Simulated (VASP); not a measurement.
# Au (Fd-3m) in VASP: further runs

Runs on Au. Level: r2SCAN. Tasks: single point.

All numbers are computed with VASP 6.6.1; they aren't measurements. Logs are shortened: lines on timing, memory, paths and dates and some standing lists are left out, and cuts for length are marked.

**1. The cell of the first run**

It takes space group Fd-3m (No. 227, cubic). The conventional cell has a = 5.819 Å, b = 5.819 Å, c = 5.819 Å, α = 90.00°, β = 90.00°, γ = 90.00°. Within 3.3 Å of Au (site symmetry -43m) lie 4 Au at 2.52 Å.

This isn't the form of Au at room conditions, which is fcc.

**2. Single point, r2SCAN (24.64 Å³/atom)**

Input file POSCAR:

```
Au
1.0
    0.0000000000      2.9097395769      2.9097395769
    2.9097395769      0.0000000000      2.9097395769
    2.9097395769      2.9097395769      0.0000000000
Au
2
Direct
    0.1250000000      0.1250000000      0.1250000000
    0.8750000000      0.8750000000      0.8750000000
```

Input file INCAR.step1:

```
PREC = Accurate
ENCUT = 520
ISMEAR = -1
SIGMA = 0.1
LREAL = False
LASPH = True
NELM = 80
NBANDS = 18
GGA = PE
ALGO = Normal
EDIFF = 1E-4
LWAVE = True
LCHARG = False
```

Input file INCAR.step2:

```
PREC = Accurate
ENCUT = 520
EDIFF = 1E-6
ISMEAR = -1
SIGMA = 0.1
LREAL = False
LASPH = True
NELM = 80
ALGO = Normal
ISIF = 2
LWAVE = False
LCHARG = False
METAGGA = R2SCAN
LMIXTAU = True
NBANDS = 18
ISTART = 1
```

Input file KPOINTS:

```
regular mesh
0
Gamma
  10 10 10
```

Potentials or basis: VASP PAW PBE potentials, release 64 (Au).

Run with:

```console
> cat potpaw_PBE.64/Au/POTCAR > POTCAR
> cp INCAR.step1 INCAR
> mpirun -np 1 vasp_std > vasp.out
> cp INCAR.step2 INCAR
> mpirun -np 1 vasp_std > vasp.out
```

OUTCAR:

```text
PREC = Accurate
   ENCUT = 520
   EDIFF = 1E-6
   ISMEAR = -1
   LREAL = False
   LASPH = True
   NELM = 80
   ISIF = 2
   METAGGA = R2SCAN
   ISTART = 1

 ion  position               nearest neighbor table
   1  0.125  0.125  0.125-   2 2.52   2 2.52   2 2.52   2 2.52
   2  0.875  0.875  0.875-   1 2.52   1 2.52   1 2.52   1 2.52

  LATTYP: Found a face centered cubic cell.
 ALAT       =     5.8194791538

  Lattice vectors:

 A1 = (   0.0000000000,   2.9097395769,   2.9097395769)
 A2 = (   2.9097395769,   0.0000000000,   2.9097395769)
 A3 = (   2.9097395769,   2.9097395769,   0.0000000000)

Analysis of symmetry for initial positions (statically):
=====================================================================
 Subroutine PRICEL returns:
 Original cell was already a primitive cell.

 Routine SETGRP: Setting up the symmetry group for a
 face centered cubic supercell.

 Subroutine GETGRP returns: Found 48 space group operations
 (whereof 12 operations were pure point group operations)
 out of a pool of 48 trial point group operations.

The static configuration has the point symmetry D_3d.
 The point group associated with its full space group is O_h .

Analysis of symmetry for dynamics (positions and initial velocities):
=====================================================================
 Subroutine PRICEL returns:
 Original cell was already a primitive cell.

 Routine SETGRP: Setting up the symmetry group for a
 face centered cubic supercell.

 Subroutine GETGRP returns: Found 48 space group operations
 (whereof 12 operations were pure point group operations)
 out of a pool of 48 trial point group operations.

The dynamic configuration has the point symmetry D_3d.
 The point group associated with its full space group is O_h .

 Subroutine INISYM returns: Found 48 space group operations
 (whereof 12 operations are pure point group operations),
 and found     1 'primitive' translations

----------------------------------------------------------------------------------------

                                     Primitive cell

  volume of cell :      49.2711

  direct lattice vectors                    reciprocal lattice vectors
     0.000000000  2.909739577  2.909739577    -0.171836684  0.171836684  0.171836684
     2.909739577  0.000000000  2.909739577     0.171836684 -0.171836684  0.171836684
     2.909739577  2.909739577  0.000000000     0.171836684  0.171836684 -0.171836684

  length of vectors
     4.114993173  4.114993173  4.114993173     0.297629867  0.297629867  0.297629867

  position of ions in fractional coordinates (direct lattice)
     0.125000000  0.125000000  0.125000000
     0.875000000  0.875000000  0.875000000

  ion indices of the primitive-cell ions
   primitive index   ion index
                 1           1
                 2           2

----------------------------------------------------------------------------------------

 KPOINTS: regular mesh

Automatic generation of k-mesh.
 Grid dimensions read from file:
 generate k-points for:   10   10   10

 Generating k-lattice:

  Cartesian coordinates                     Fractional coordinates (reciprocal lattice)
    -0.017183668  0.017183668  0.017183668     0.100000000  0.000000000  0.000000000
     0.017183668 -0.017183668  0.017183668     0.000000000  0.100000000  0.000000000
     0.017183668  0.017183668 -0.017183668     0.000000000  0.000000000  0.100000000

  Length of vectors
     0.029762987  0.029762987  0.029762987

  Shift w.r.t. Gamma in fractional coordinates (k-lattice)
     0.000000000  0.000000000  0.000000000

 Subroutine IBZKPT returns following result:
 ===========================================

 Found     47 irreducible k-points:

 Following reciprocal coordinates:
            Coordinates               Weight
  0.000000  0.000000  0.000000      1.000000
  0.100000  0.000000  0.000000      8.000000
  0.200000  0.000000  0.000000      8.000000
  0.300000  0.000000  0.000000      8.000000
  0.400000  0.000000  0.000000      8.000000
  0.500000  0.000000  0.000000      4.000000
[... 16 lines left out ...]
  0.300000  0.300000  0.000000      6.000000
  0.400000  0.300000  0.000000     24.000000
 [... further k-points ...]
   k-points           NKPTS =     47   k-points in BZ     NKDIM =     47   number of bands    NBANDS=     18
   number of dos      NEDOS =    301   number of ions     NIONS =      2
   total plane-waves  NPLWV =  32768
   dimension x,y,z NGX =    32 NGY =   32 NGZ =   32
   dimension x,y,z NGXF=    64 NGYF=   64 NGZF=   64
   ions per type =               2
   NGX,Y,Z   is equivalent  to a cutoff of  12.93, 12.93, 12.93 a.u.
   NGXF,Y,Z  is equivalent  to a cutoff of  25.86, 25.86, 25.86 a.u.
 SYSTEM =  unknown system
   PREC   = accura    normal or accurate (medium, high low for compatibility)
   ISTART =      1    job   : 0-new  1-cont  2-samecut
   ICHARG =      0    charge: 1-file 2-atom 10-const
   ISPIN  =      1    spin polarized calculation?
   LNONCOLLINEAR =      F non collinear calculations
   LSORBIT =      F    spin-orbit coupling
   LASPH  =      T    aspherical Exc in radial PAW
   ENCUT  =  520.0 eV  38.22 Ry    6.18 a.u.   7.65  7.65  7.65*2*pi/ulx,y,z
   NELM   =     80;   NELMIN=  2; NELMDL=  0     # of ELM steps
   EDIFF  = 0.1E-05   stopping-criterion for ELM
   LREAL  =      F    real-space projection
   EDIFFG = 0.1E-04   stopping-criterion for IOM
   NSW    =      0    number of steps for IOM
   IBRION =     -1    ionic relax: 0-MD 1-quasi-New 2-CG
   NFREE  =      0    steps in history (QN), initial steepest desc. (CG)
   ISIF   =      2    stress and relaxation
   ISYM   =      2    0-nonsym 1-usesym 2-fastsym
   POTIM  = 0.5000    time-step for ionic-motion
   TEBEG  =    0.0;   TEEND  =   0.0 temperature during run
   PSTRESS=    0.0 pullay stress
   NELECT =      22.0000    total number of electrons
   NUPDOWN=      -1.0000    fix difference up-down
   EMIN   =  10.00;   EMAX   =-10.00  energy-range for DOS
   EFERMI =   0.00;   METHOD = LEGACY
   ISMEAR =    -1;   SIGMA  =   0.10  broadening in eV -4-tet -1-fermi 0-gaus
   EFERMI_NEDOS =   21; number of points for ismear=-14 and -15
   IALGO  =     38    algorithm
   IMIX   =      4    mixing-type and parameters
     AMIX     =   0.40;   BMIX     =  1.00
     AMIX_MAG =   1.60;   BMIX_MAG =  1.00
  volume/ion in A,a.u.               =      24.64       166.25
  Fermi-wavevector in a.u.,A,eV,Ry     =   1.251272  2.364561 21.302380  1.565681
  Thomas-Fermi vector in A             =   2.385227
   LORBIT       =      0    0 simple, 1 ext, 2 COOP (PROOUT), +10 PAW based schemes
   METAGGA = R2SCAN    functional components
   LHFCALC =     F    Hartree Fock is set to
   AEXX    =    0.0000 exact exchange contribution
   IVDW    =     0    specifies the selected vdW correction
   LEPSILON=     F    determine dielectric tensor
   LRPA    =     F    only Hartree local field effects (RPA)
 non-spin polarized calculation
  energy-cutoff  :      520.00
  volume of cell :       49.27
 maximum number of plane-waves:      1363
   NGX = 15   NGY = 15   NGZ = 15

 number of electron      22.0000001 magnetization

 Free energy of the ion-electron system (eV)
  ---------------------------------------------------
  ext. energy  EPLUGINS =         0.00000000
  ---------------------------------------------------
  free energy    TOTEN  =       -99.38750778 eV

  energy without entropy =      -99.36565830  energy(sigma->0) =      -99.37658304

 E-fermi :   4.3895     XC(G=0): -10.9108

 val. band max:        4.3179320081   @ k =   0.5000   0.1000   0.0000
 cond. band min:       4.5404139693   @ k =  -0.4000   0.2000   0.0000
 fundamental gap:      0.2224819611
 Fermi energy:         4.3894933308

 k-point     1 :       0.0000    0.0000    0.0000
  band No.  band energies     occupation
      1      -2.8471      2.00000
      2      -0.8241      2.00000
      3      -0.8241      2.00000
      4      -0.7414      2.00000
      5      -0.7414      2.00000
      6      -0.7414      2.00000
[... 10 lines left out ...]
     17      16.4454      0.00000
     18      16.4454      0.00000

 k-point     2 :       0.1000    0.0000    0.0000
  band No.  band energies     occupation
      1      -2.7067      2.00000
      2      -0.9564      2.00000
      3      -0.9564      2.00000
      4      -0.7523      2.00000
      5      -0.5662      2.00000
      6      -0.5662      2.00000
[... 10 lines left out ...]
     17      17.2146      0.00000
     18      17.2146      0.00000

 k-point     3 :       0.2000    0.0000    0.0000
  band No.  band energies     occupation
      1      -2.3211      2.00000
      2      -1.0407      2.00000
      3      -1.0407      2.00000
      4      -0.7786      2.00000
      5      -0.3915      2.00000
      6      -0.3915      2.00000
[... 10 lines left out ...]
     17      17.2307      0.00000
     18      17.5847      0.00000

 k-point     4 :       0.3000    0.0000    0.0000
  band No.  band energies     occupation
      1      -1.8173      2.00000
      2      -1.0334      2.00000
      3      -1.0334      2.00000
      4      -0.8096      2.00000
      5      -0.3414      2.00000
      6      -0.3414      2.00000
[... 10 lines left out ...]
     17      17.4266      0.00000
     18      17.4266      0.00000

 k-point     5 :       0.4000    0.0000    0.0000
  band No.  band energies     occupation
      1      -1.4136      2.00000
      2      -0.9549      2.00000
      3      -0.9549      2.00000
      4      -0.8469      2.00000
      5      -0.4198      2.00000
      6      -0.4198      2.00000
[... 10 lines left out ...]
     17      17.2853      0.00000
     18      17.2853      0.00000

 k-point     6 :       0.5000    0.0000    0.0000
  band No.  band energies     occupation
      1      -1.2639      2.00000
      2      -0.8930      2.00000
      3      -0.8930      2.00000
      4      -0.8753      2.00000
      5      -0.4913      2.00000
      6      -0.4913      2.00000
[... 10 lines left out ...]
     17      17.2334      0.00000
     18      17.2334      0.00000

 k-point     7 :       0.1000    0.1000    0.0000
  band No.  band energies     occupation
      1      -2.6584      2.00000
      2      -1.0901      2.00000
      3      -0.7519      2.00000
      4      -0.7519      2.00000
      5      -0.7415      2.00000
      6      -0.4299      2.00000
[... 10 lines left out ...]
     17      17.5412      0.00000
     18      17.8919      0.00000

 k-point     8 :       0.2000    0.1000    0.0000
  band No.  band energies     occupation
      1      -2.3490      2.00000
      2      -1.1944      2.00000
      3      -0.8540      2.00000
      4      -0.7766      2.00000
      5      -0.5476      2.00000
      6      -0.2425      2.00000
[... 10 lines left out ...]
     17      17.3965      0.00000
     18      18.2249      0.00000
[... 229 lines left out ...]
     17      18.1714      0.00000
     18      19.2733      0.00000

 k-point    20 :      -0.4000    0.2000    0.0000
  band No.  band energies     occupation
      1      -1.2847      2.00000
      2      -1.0638      2.00000
      3      -0.9778      2.00000
      4      -0.7797      2.00000
      5      -0.2835      2.00000
      6       0.0685      2.00000
[... 10 lines left out ...]
     17      18.8321      0.00000
     18      19.9026      0.00000

 k-point    21 :      -0.3000    0.2000    0.0000
  band No.  band energies     occupation
      1      -1.2939      2.00000
      2      -1.1748      2.00000
      3      -1.0673      2.00000
      4      -0.6763      2.00000
      5      -0.4762      2.00000
      6       0.1711      2.00000
[... 10 lines left out ...]
     17      18.4567      0.00000
     18      18.5082      0.00000

 k-point    22 :      -0.2000    0.2000    0.0000
  band No.  band energies     occupation
      1      -1.6277      2.00000
      2      -1.2222      2.00000
      3      -0.9790      2.00000
      4      -0.7597      2.00000
      5      -0.4895      2.00000
      6       0.0763      2.00000
[... 10 lines left out ...]
     17      16.9910      0.00000
     18      18.0523      0.00000

 k-point    23 :       0.3000    0.3000    0.0000
  band No.  band energies     occupation
      1      -1.4246      2.00000
      2      -1.3604      2.00000
      3      -0.8303      2.00000
      4      -0.8303      2.00000
      5      -0.1148      2.00000
      6       0.1453      2.00000
[... 10 lines left out ...]
     17      20.6435      0.00000
     18      20.6435      0.00000

 k-point    24 :       0.4000    0.3000    0.0000
  band No.  band energies     occupation
      1      -1.4101      2.00000
      2      -1.0239      2.00000
      3      -0.9084      2.00000
      4      -0.8636      2.00000
      5       0.0911      2.00000
      6       0.1128      2.00000
[... 10 lines left out ...]
     17      20.6283      0.00000
     18      21.1997      0.00000

 [... further k-points ...]
[... 5 lines left out ...]
  --------------------------------------------------------------------------------------
  -------------------------------------------------------------------------------------
  Total        3.7582176      3.7582176      3.7582176     -0.0000000     -0.0000000     -0.0000000
  in kB      122.2081442    122.2081442    122.2081442     -0.0000000     -0.0000000     -0.0000000
  external PRESSURE =     122.2081442 kB  Pullay stress =       0.0000000 kB

 VOLUME and BASIS-vectors are now :
 -----------------------------------------------------------------------------
  energy-cutoff  :      520.00
  volume of cell :       49.27
      direct lattice vectors                 reciprocal lattice vectors
     0.000000000  2.909739577  2.909739577    -0.171836684  0.171836684  0.171836684
     2.909739577  0.000000000  2.909739577     0.171836684 -0.171836684  0.171836684
     2.909739577  2.909739577  0.000000000     0.171836684  0.171836684 -0.171836684

 POSITION                                       TOTAL-FORCE (eV/Angst)
 -----------------------------------------------------------------------------------
      0.72743      0.72743      0.72743        -0.000000     -0.000000     -0.000000
      5.09204      5.09204      5.09204         0.000000      0.000000      0.000000
 -----------------------------------------------------------------------------------
    total drift:                                0.000000      0.000000     -0.000000

  FREE ENERGIE OF THE ION-ELECTRON SYSTEM (eV)
  ---------------------------------------------------
  free  energy   TOTEN  =       -99.3875077826 eV

  energy  without entropy=      -99.3656582991  energy(sigma->0) =      -99.37658304
```

It took 3.8 min on 1 thread of AMD EPYC, shared host; peak memory 0.17 GiB.

Results:

```
Free energy            : -99.3875 eV
Pressure               : 12.2 GPa
Band gap on the k mesh : zero (bands 11 and 12 overlap by 0.71 eV)
```

Levels at points of the mesh, in eV from the Fermi level:
```
           k point  band 7  band 8  band 9  band 10  band 11  band 12  band 13  band 14  band 15  band 16
(0.00, 0.00, 0.00)   -2.80   -2.80   -2.80    -1.43    -1.43    10.14    10.62    11.13    11.13    11.13
(0.50, 0.00, 0.00)   -2.48   -2.48   -1.63    -1.63    -1.38    -0.33     7.65     7.65    10.19    10.53
(0.50, 0.50, 0.00)   -3.44   -3.44   -1.40    -1.40     0.36     0.36     3.88     3.88     8.91     8.91
```

Caveat: the cell stands under pressure; the PAW data sets were made with another functional, which shifts forces and pressure a little; spin-orbit coupling is left out, which moves the levels of the heavy elements.

(Continued in part 2 of 2.)
